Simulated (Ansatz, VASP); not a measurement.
**One calculation of In, two programs**

```
CELL_PARAMETERS angstrom
0.00000 2.44244 2.44244
2.44244 0.00000 2.44244
2.44244 2.44244 0.00000
ATOMIC_POSITIONS crystal
In 0.00000 0.00000 0.00000
```

Alike in both runs: task single point; functional PBE; k mesh 12 × 12 × 12; no spin polarisation.

|  | VASP | Ansatz |
| --- | --- | --- |
| version | VASP 6.6.1 | Ansatz 0.2.0 |
| potentials or method | VASP PAW PBE potentials, release 64 (In_d), cutoff 500 eV | PAW plane waves |
| occupations | fermi-dirac, width 0.1 eV | fermi-dirac |
| valence electrons in the cell | 13 | 13 |

|  | VASP | Ansatz | Ansatz less VASP |
| --- | --- | --- | --- |
| pressure (GPa) | -1.8 | -1.8 | +0.03 |
